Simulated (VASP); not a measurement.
Write the native input for VASP 6.6.1 that does the following.

| Quantity | Value |
| --- | --- |
| Task | single point |
| Functional | PBEsol |
| Potentials or basis | VASP PAW PBE potentials, release 64 (K_sv) |
| Cutoff | 500 eV |
| k mesh | 3 × 3 × 3 |
| Occupations | fermi-dirac, width 0.1 eV |
| Spin | no spin polarisation |
| Dipole correction | no |
| Further INCAR settings | ALGO = Normal; EDIFF = 1e-06; NBANDS = 10 |

The structure of K lies in POSCAR:

```
K
1.0
    4.3104394900      0.0000000000      0.0000000000
    0.0000000000      4.3104394900      0.0000000000
    0.0000000000      0.0000000000      4.3104394900
K
1
Direct
    0.0000000000      0.0000000000      0.0000000000
```

One way to write it, as run:

INCAR

```
  PREC = Accurate
  ENCUT = 500
  EDIFF = 1E-6
  ISMEAR = -1
  SIGMA = 0.1
  LREAL = False
  LASPH = True
  NELM = 120
  ALGO = Normal
  ISIF = 2
  LWAVE = False
  LCHARG = True
  GGA = PS
  LELF = True
  LVHAR = True
  NBANDS = 10
  GGA_COMPAT = False
```

KPOINTS

```
Automatic mesh
0
Gamma
  3 3 3
```

Potentials or basis: VASP PAW PBE potentials, release 64 (K_sv).

The run is started by

```sh
$ cat potpaw_PBE.64/K_sv/POTCAR > POTCAR
$ mpirun -np 1 vasp_std > vasp.out
```

Results of the run:

```json
{
  "Pressure": "-0.1 GPa"
}
```

Caveat: the k points lie up to 0.49 Å⁻¹ apart; the PAW data sets were made with another functional, which shifts forces and pressure a little.

Run time: 2.5 s on 1 thread of Intel(R) Xeon(R) 6975P-C (Granite Rapids), with other jobs on the host, peak memory 0.16 GiB.
